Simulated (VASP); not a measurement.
# IrW3 (P-6m2) in VASP: single point with PBE

Aim: the single point of IrW3 with PBE.

All numbers are computed with VASP 6.6.1; they aren't measurements. Logs are shortened: lines on timing, memory, paths and dates and some standing lists are left out, and cuts for length are marked.

**1. The cell of the first run**

The structure is hexagonal, space group P-6m2 (No. 187). The conventional cell has a = 2.791 Å, b = 2.791 Å, c = 9.398 Å, α = 90.00°, β = 90.00°, γ = 120.00°. Ir (site symmetry -6m2) has 6 W at 2.76 Å and 6 Ir at 2.79 Å within 3.6 Å. W (site symmetry -6m2) has 12 W at 2.79 to 2.94 Å within 3.7 Å. Within 3.6 Å of W (site symmetry 3m) lie 3 Ir at 2.76 Å and 9 W at 2.79 to 2.94 Å.

The cell was generated, and may not be a known phase.

**2. Single point, PBE**

Input file INCAR:

```
SYSTEM = IrW3
ALGO = Fast
EDIFF = 1E-6
ENCUT = 520
GGA = PE
ISIF = 2
ISMEAR = 0
LASPH = .True.
LCHARG = .False.
LREAL = .False.
LWAVE = .False.
NBANDS = 34
NELM = 100
PREC = Accurate
SIGMA = 0.1
```

Input file KPOINTS:

```
k-points
0
Gamma
  18 18 6
  0 0 0
```

Input file POSCAR:

```
IrW3
1.0
    2.7907310659      0.0000000000      0.0000000000
   -1.3953655329      2.4168439982      0.0000000000
    0.0000000000      0.0000000000      9.3983695632
Ir W
1 3
Direct
    0.6666666667      0.3333333333      0.0000000000
    0.6666666667      0.3333333333      0.5000000000
    0.3333333333      0.6666666667      0.2385823659
    0.3333333333      0.6666666667      0.7614176341
```

Potentials or basis: VASP PAW PBE potentials, release 64 (Ir, W_sv).

Run with:

```bash
$ cat potpaw_PBE.64/Ir/POTCAR potpaw_PBE.64/W_sv/POTCAR > POTCAR
$ mpirun -np 1 vasp_std > vasp.out
```

OUTCAR:

```text
SYSTEM = IrW3
   EDIFF = 1E-6
   ENCUT = 520
   GGA = PE
   ISIF = 2
   ISMEAR = 0
   LASPH = .True.
   LREAL = .False.
   NELM = 100
   PREC = Accurate

 ion  position               nearest neighbor table
   1  0.667  0.333  0.000-   3 2.76   4 2.76   3 2.76   4 2.76   3 2.76   4 2.76
   2  0.667  0.333  0.500-   3 2.94   4 2.94   3 2.94   4 2.94   3 2.94   4 2.94
   3  0.333  0.667  0.239-   1 2.76   1 2.76   1 2.76   2 2.94   2 2.94   2 2.94
   4  0.333  0.667  0.761-   1 2.76   1 2.76   1 2.76   2 2.94   2 2.94   2 2.94

  LATTYP: Found a hexagonal cell.
 ALAT       =     2.7907310659
 C/A-ratio  =     3.3677087979

  Lattice vectors:

 A1 = (   2.7907310659,   0.0000000000,   0.0000000000)
 A2 = (  -1.3953655329,   2.4168439982,   0.0000000000)
 A3 = (   0.0000000000,   0.0000000000,   9.3983695632)

Analysis of symmetry for initial positions (statically):
=====================================================================
 Subroutine PRICEL returns:
 Original cell was already a primitive cell.

 Routine SETGRP: Setting up the symmetry group for a
 hexagonal supercell.

 Subroutine GETGRP returns: Found 12 space group operations
 (whereof 12 operations were pure point group operations)
 out of a pool of 24 trial point group operations.

The static configuration has the point symmetry D_3h.

Analysis of symmetry for dynamics (positions and initial velocities):
=====================================================================
 Subroutine PRICEL returns:
 Original cell was already a primitive cell.

 Routine SETGRP: Setting up the symmetry group for a
 hexagonal supercell.

 Subroutine GETGRP returns: Found 12 space group operations
 (whereof 12 operations were pure point group operations)
 out of a pool of 24 trial point group operations.

The dynamic configuration has the point symmetry D_3h.

 Subroutine INISYM returns: Found 12 space group operations
 (whereof 12 operations are pure point group operations),
 and found     1 'primitive' translations

----------------------------------------------------------------------------------------

                                     Primitive cell

  volume of cell :      63.3898

  direct lattice vectors                    reciprocal lattice vectors
     2.790731066  0.000000000  0.000000000     0.358329046  0.206881371  0.000000000
[... 90 lines left out ...]
   EDIFF  = 0.1E-05   stopping-criterion for ELM
   LREAL  =      F    real-space projection
   EDIFFG = 0.1E-04   stopping-criterion for IOM
   NSW    =      0    number of steps for IOM
   IBRION =     -1    ionic relax: 0-MD 1-quasi-New 2-CG
   NFREE  =      0    steps in history (QN), initial steepest desc. (CG)
   ISIF   =      2    stress and relaxation
   ISYM   =      2    0-nonsym 1-usesym 2-fastsym
   POTIM  = 0.5000    time-step for ionic-motion
   TEBEG  =    0.0;   TEEND  =   0.0 temperature during run
   PSTRESS=    0.0 pullay stress
   NELECT =      51.0000    total number of electrons
   NUPDOWN=      -1.0000    fix difference up-down
   EMIN   =  10.00;   EMAX   =-10.00  energy-range for DOS
   EFERMI =   0.00;   METHOD = LEGACY
   ISMEAR =     0;   SIGMA  =   0.10  broadening in eV -4-tet -1-fermi 0-gaus
   EFERMI_NEDOS =   21; number of points for ismear=-14 and -15
   IALGO  =     68    algorithm
   IMIX   =      4    mixing-type and parameters
     AMIX     =   0.40;   BMIX     =  1.00
     AMIX_MAG =   1.60;   BMIX_MAG =  1.00
  volume/ion in A,a.u.               =      15.85       106.94
  Fermi-wavevector in a.u.,A,eV,Ry     =   1.522621  2.877337 31.543408  2.318375
  Thomas-Fermi vector in A             =   2.631176
   LORBIT       =      0    0 simple, 1 ext, 2 COOP (PROOUT), +10 PAW based schemes
   GGA     = PE    functional components
   LHFCALC =     F    Hartree Fock is set to
   AEXX    =    0.0000 exact exchange contribution
   IVDW    =     0    specifies the selected vdW correction
   LEPSILON=     F    determine dielectric tensor
   LRPA    =     F    only Hartree local field effects (RPA)
 non-spin polarized calculation
 RMM-DIIS sequential band-by-band and
 Gauss-broadening in eV      SIGMA  =   0.10
  energy-cutoff  :      520.00
  volume of cell :       63.39
 maximum number of plane-waves:      1727
 NGX is ok and might be reduce to    24
   NGX = 11   NGY = 11   NGZ = 35

 number of electron      51.0000002 magnetization

 Free energy of the ion-electron system (eV)
  ---------------------------------------------------
  ext. energy  EPLUGINS =         0.00000000
  ---------------------------------------------------
  free energy    TOTEN  =       -47.15250096 eV

  energy without entropy =      -47.13740281  energy(sigma->0) =      -47.14495188

 E-fermi :  10.4819     XC(G=0): -13.5567

 val. band max:       10.4683075420   @ k =   0.1111  -0.0000   0.1667
 cond. band min:      10.4895625871   @ k =   0.3333   0.2222   0.5000
 fundamental gap:      0.0212550451
 Fermi energy:        10.4819485530

 k-point     1 :       0.0000    0.0000    0.0000
  band No.  band energies     occupation
      1     -63.3542      2.00000
      2     -63.3423      2.00000
      3     -63.2861      2.00000
      4     -27.9468      2.00000
      5     -27.6736      2.00000
      6     -27.3011      2.00000
[... 877 lines left out ...]
     33      15.8364      0.00000
     34      16.8558      0.00000

 [... further k-points ...]

------------------------ aborting loop because EDIFF is reached ----------------------------------------

  FORCE on cell =-STRESS in cart. coord.  units (eV):
  Direction    XX          YY          ZZ          XY          YZ          ZX
  --------------------------------------------------------------------------------------
  -------------------------------------------------------------------------------------
  Total        0.2354193      0.2354193      0.2073569      0.0000000      0.0000000      0.0000000
  in kB        5.9502272      5.9502272      5.2409501      0.0000000      0.0000000      0.0000000
  external PRESSURE =       5.7138015 kB  Pullay stress =       0.0000000 kB

 VOLUME and BASIS-vectors are now :
 -----------------------------------------------------------------------------
  energy-cutoff  :      520.00
  volume of cell :       63.39
      direct lattice vectors                 reciprocal lattice vectors
     2.790731066  0.000000000  0.000000000     0.358329046  0.206881371  0.000000000
    -1.395365533  2.416843998  0.000000000     0.000000000  0.413762742  0.000000000
     0.000000000  0.000000000  9.398369563     0.000000000  0.000000000  0.106401434

 POSITION                                       TOTAL-FORCE (eV/Angst)
 -----------------------------------------------------------------------------------
      1.39537      0.80561      0.00000        -0.000000      0.000000      0.000000
      1.39537      0.80561      4.69918        -0.000000      0.000000      0.000000
     -0.00000      1.61123      2.24229         0.000000     -0.000000      0.013444
     -0.00000      1.61123      7.15608         0.000000     -0.000000     -0.013444
 -----------------------------------------------------------------------------------
    total drift:                                0.000000     -0.000000     -0.000000

  FREE ENERGIE OF THE ION-ELECTRON SYSTEM (eV)
  ---------------------------------------------------
  free  energy   TOTEN  =       -47.1525009597 eV

  energy  without entropy=      -47.1374028061  energy(sigma->0) =      -47.14495188
```

OSZICAR:

```text
N       E                     dE             d eps       ncg     rms          rms(c)
DAV:   1     0.644594026947E+03    0.64459E+03   -0.28466E+04 10064   0.170E+03
DAV:   2    -0.157998694674E+02   -0.66039E+03   -0.64051E+03 10484   0.556E+02
DAV:   3    -0.488952795499E+02   -0.33095E+02   -0.31366E+02 11790   0.123E+02
DAV:   4    -0.499710014227E+02   -0.10757E+01   -0.10521E+01 12424   0.207E+01
[... 10 lines left out ...]
RMM:  15    -0.471525035268E+02    0.39326E-04   -0.68097E-04 14726   0.125E-01    0.859E-02
RMM:  16    -0.471525113198E+02   -0.77930E-05   -0.94365E-05 14236   0.503E-02    0.273E-02
RMM:  17    -0.471525006752E+02    0.10645E-04   -0.45838E-05 13838   0.334E-02    0.102E-02
RMM:  18    -0.471525009455E+02   -0.27029E-06   -0.10664E-05 12286   0.180E-02    0.789E-03
RMM:  19    -0.471525009597E+02   -0.14259E-07   -0.26356E-06  9286   0.700E-03
   1 F= -.47152501E+02 E0= -.47144952E+02  d E =-.150982E-01
```

stdout:

```text
POSCAR found type information on POSCAR IrW
 POSCAR found :  2 types and       4 ions
 scaLAPACK will be used
 LDA part: xc-table for (Slater+PW92), standard interpolation
 POSCAR, INCAR and KPOINTS ok, starting setup
 FFT: planning ... GRIDC
 FFT: planning ... GRID_SOFT
 FFT: planning ... GRID
 WAVECAR not read
 entering main loop
```

Run time: 13 min. Hardware: 1 thread of Intel Xeon 8259CL, shared host; peak memory 0.4 GiB.

What came out:

* Free energy: -47.1525 eV
* Pressure: 0.6 GPa
* Largest force: 0.013 eV/Å
* Band gap on the k mesh: zero (an odd number of electrons rules out a gap without spin polarisation)

Forces on the atoms (eV/Å):
```
Ir   0.000  0.000  0.000
W    0.000  0.000  0.000
W    0.000  0.000  0.013
W    0.000  0.000 -0.013
```

Levels at points of the mesh, in eV from the Fermi level:
| k point | band 24 | band 25 | band 26 | band 27 | band 28 | band 29 |
| --- | --- | --- | --- | --- | --- | --- |
| (0.00, 0.00, 0.00) | -0.48 | -0.48 | -0.03 | -0.03 | 0.03 | 0.20 |
| (0.50, 0.00, 0.00) | 0.65 | 0.73 | 0.87 | 1.15 | 1.53 | 3.41 |
| (0.00, 0.00, 0.50) | -0.97 | -0.36 | -0.36 | -0.25 | -0.25 | 0.41 |
| (0.50, 0.00, 0.50) | 0.13 | 0.71 | 0.99 | 1.13 | 2.71 | 3.35 |

Caveat: spin-orbit coupling is left out, which moves the levels of the heavy elements.

The gap in the log of VASP goes by the Fermi energy; the results here count the filled bands.